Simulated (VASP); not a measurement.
## Si11N12: single point with PBE

The system is Si11N12.

```
Si N
1.0
     6.44190    0.12090    0.08294
     0.12090    6.59585    0.11019
     0.08294    0.11019    6.61827
Si N
11 12
Direct
  0.83064 0.44777 0.30479
  0.05827 0.07269 0.49255
  0.54952 0.89456 0.18512
  0.78625 0.48584 0.87237
  0.46849 0.17735 0.37584
  0.30953 0.83000 0.80108
  0.75474 0.91401 0.81582
  0.45183 0.68597 0.53450
  0.42682 0.26823 0.78002
  0.03183 0.88042 0.12874
  0.22655 0.30624 0.18106
  0.60040 0.10241 0.93579
  0.31026 0.52090 0.74683
  0.81233 0.21738 0.43294
  0.10981 0.08817 0.24338
  0.28759 0.14876 0.61263
  0.02663 0.93232 0.75465
  0.57128 0.84592 0.67988
  0.05972 0.68033 0.32155
  0.35284 0.82271 0.04411
  0.18280 0.82816 0.45235
  0.58283 0.60682 0.31804
  0.84653 0.70051 0.98138
```

```
Program             : VASP 6.6.1
Task                : single point
Functional          : PBE
Potentials or basis : VASP PAW PBE potentials, release 64 (Si, N)
Cutoff              : 520 eV
k mesh              : 1 × 1 × 1, shifted
Occupations         : fermi-dirac, width 0.3447 eV
Spin                : no spin polarisation
```

| Quantity | Value |
| --- | --- |
| Pressure | 1.1 GPa |
| Largest force | 5.456 eV/Å |
| Band gap on the k mesh | 0.29 eV |

Forces in eV/Å, atoms in the order of the input:
```
Si  -0.573  2.058 -0.179
Si  -1.103 -0.520  4.205
Si   0.436 -1.108 -0.691
Si   0.736 -1.366  0.683
Si   2.642 -0.392  2.459
Si  -2.632 -0.361  0.898
Si   4.074  0.775  2.607
Si  -1.028 -3.639 -2.663
Si  -0.457  2.263  3.216
Si   1.046 -4.188 -1.232
Si  -0.700  2.860 -3.456
N    1.035  1.306 -0.110
N    2.179  2.267 -2.026
N   -1.302  0.522  1.375
N   -0.383  1.313 -2.661
N    1.222 -0.611 -1.977
N   -1.590  1.634  0.330
N   -2.814 -1.963 -3.330
N    0.392  1.592  1.143
N   -3.295  0.141  0.112
N    1.875 -5.124 -0.031
N    0.880  0.117  1.024
N   -0.639  2.424  0.307
```

Stress tensor (GPa, compression positive):
```
-10.23   6.29  -7.19
  6.29   0.72   4.71
 -7.19   4.71  12.70
```

Levels at points of the mesh, in eV from the valence-band top:
```tsv
k point	band 48	band 49	band 50	band 51	band 52	band 53	band 54	band 55	band 56	band 57
(0.25, 0.25, 0.25)	-1.37	-0.91	-0.63	-0.43	0.00	0.29	1.13	1.36	1.69	1.96
```

It took 39 s on 1 thread of AMD EPYC 9R45 96-Core Processor (Zen 5), on a shared host, peak memory 0.29 GiB.

Caveat: the k points lie up to 0.98 Å⁻¹ apart.
